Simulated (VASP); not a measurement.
AlRu (rocksalt type):

```
Ru Al
1.0
     0.00000    2.53593    2.53593
     2.53593    0.00000    2.53593
     2.53593    2.53593    0.00000
Ru Al
1 1
Direct
  0.00000 0.00000 0.00000
  0.50000 0.50000 0.50000
```

| Property | Result |
| --- | --- |
| Program | VASP 6.6.1 |
| Task | relaxation of cell and atoms |
| Functional | PBE |
| Potentials or basis | VASP PAW PBE potentials, release 64 (Ru_pv, Al) |
| Cutoff | 600 eV |
| k mesh | 14 × 14 × 14 |
| Occupations | fermi-dirac, width 0.08 eV |
| Spin | no spin polarisation |

At the start: pressure -6.7 GPa; volume 16.31 Å³/atom.

Q: How do energy, volume and symmetry change on relaxing?

A: Over 6 steps the energy falls by 18.2 meV/atom and the volume is 15.48 Å³/atom (-5.1 %); space group Fm-3m (No. 225, to 0.05 Å).

The path:
```tsv
step	energy change (eV)	largest force (eV/Å)	pressure (GPa)	volume (Å³)
1	0.0000	0.0000	-6.70	32.62
2	-0.0032	0.0000	7.65	29.50
3	-0.0364	0.0000	-0.06	30.97
4	-0.0364	0.0000	0.12	30.93
5	-0.0364	0.0000	-0.13	30.98
6	-0.0364	0.0000	0.01	30.96
```

Final structure:
```
CELL_PARAMETERS angstrom
0.00000 2.49212 2.49212
2.49212 0.00000 2.49212
2.49212 2.49212 0.00000
ATOMIC_POSITIONS crystal
Ru 0.00000 0.00000 0.00000
Al 0.50000 0.50000 0.50000
```
